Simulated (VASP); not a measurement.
Input of a VASP 6.6.1 run:

Contents of INCAR:

```
SYSTEM = BP
PREC     = Accurate       ! precision mode
ENCUT    = 500            ! plane-wave cutoff, eV
EDIFF    = 1E-6           ! SCF threshold, eV
ISMEAR   = -1             ! smearing method
SIGMA    = 0.02           ! smearing width, eV
LREAL    = .False.        ! projectors in reciprocal space
LASPH    = .True.         ! aspherical terms in the spheres
NELM     = 120            ! most SCF steps
ALGO     = Normal         ! electronic algorithm
ISIF     = 2              ! what is computed and relaxed
LWAVE    = .False.        ! write WAVECAR
LCHARG   = .False.        ! write CHGCAR
GGA      = RP             ! functional
NBANDS   = 11             ! bands
GGA_COMPAT= .False.
```

File KPOINTS:

```
regular mesh
0
Gamma
  7 7 7
  0 0 0
```

File POSCAR:

```
BP
1.0
    0.0000000000      2.2387466667      2.3307386779
    2.2387466667      0.0000000000      2.3307386779
    2.2387466667      2.2387466667      0.0000000000
B P
1 1
Direct
    0.0000000000      0.0000000000      0.0000000000
    0.2500000000      0.2500000000      0.2500000000
```

Potentials or basis: VASP PAW PBE potentials, release 64 (B, P).

Command:

```sh
$ cat potpaw_PBE.64/B/POTCAR potpaw_PBE.64/P/POTCAR > POTCAR
$ mpirun -np 1 vasp_std > vasp.out
```

What does it give for the pressure?

3.5 GPa.

Predict the band gap on the k mesh.

0.95 eV, indirect (least direct gap 3.19 eV).

Stress tensor (GPa, compression positive):
```
 7.31  0.00  0.00
 0.00  7.31  0.00
 0.00  0.00 -4.04
```

Caveat: the PAW data sets were made with another functional, which shifts forces and pressure a little. A k mesh can miss the band edges.
